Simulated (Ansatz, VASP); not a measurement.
**AlN: VASP beside Ansatz**

Contents of INCAR:

```
PREC = Accurate
ENCUT = 520
EDIFF = 1E-6
ISMEAR = 0
SIGMA = 0.05
LREAL = F
LASPH = T
NELM = 100
ALGO = Normal
ISIF = 2
LWAVE = F
LCHARG = F
GGA = PS
NBANDS = 16
```

File KPOINTS:

```
regular mesh
0
Gamma
  9 9 6
```

POSCAR

```
AlN
1.0
    3.3610000000      0.0000000000      0.0000000000
   -1.6805000000      2.9107113821      0.0000000000
    0.0000000000      0.0000000000      4.0998000000
Al N
2 2
Direct
    0.3333333333      0.6666666667      0.7500000000
    0.6666666667      0.3333333333      0.2500000000
    0.3333333333      0.6666666667      0.2500000000
    0.6666666667      0.3333333333      0.7500000000
```

Input for Ansatz:

```yaml
crystal:
  lattice:
    - [3.361, 0.0, 0.0]
    - [-1.6805, 2.9107113821, 0.0]
    - [0.0, 0.0, 4.0998]
  atoms:
    - { symbol: Al, position: [0.3333333333, 0.6666666667, 0.75] }
    - { symbol: Al, position: [0.6666666667, 0.3333333333, 0.25] }
    - { symbol: "N", position: [0.3333333333, 0.6666666667, 0.25] }
    - { symbol: "N", position: [0.6666666667, 0.3333333333, 0.75] }
basis:
  ecutwfc: 520.0
kpoints:
  mp_grid: { grid: [9, 9, 6] }
hamiltonian:
  xc: pbesol
scf:
  occupations: { method: gaussian, width: 0.05 }
output:
  forces: true
  stress: true
  eigenvalues: true
```

Alike in both runs: task single point; functional PBEsol; k mesh 9 × 9 × 6; occupations gaussian, width 0.05 eV; no spin polarisation.

```csv
,VASP,Ansatz
version,VASP 6.6.1,Ansatz 0.2.0
potentials or method,"VASP PAW PBE potentials, release 64 (Al, N), cutoff 520 eV","scalar-relativistic, plane waves, PAW"
valence electrons in the cell,16,16
```

Ansatz gave:

| Quantity | Value |
| --- | --- |
| gap on the k mesh at the Fermi level (eV) | 3.22 |
| least direct gap on the mesh (eV) | 3.22 |
| pressure (GPa) | -5.6 |
| traceless stress, the component that is largest in VASP (GPa) | 3.89 |

Task: Which values does VASP return?

Result: gap on the k mesh at the Fermi level (eV): 3.23; least direct gap on the mesh (eV): 3.23; pressure (GPa): -5.7; traceless stress, the component that is largest in VASP (GPa): 3.90.

VASP's potentials were made for PBE, not for PBEsol.
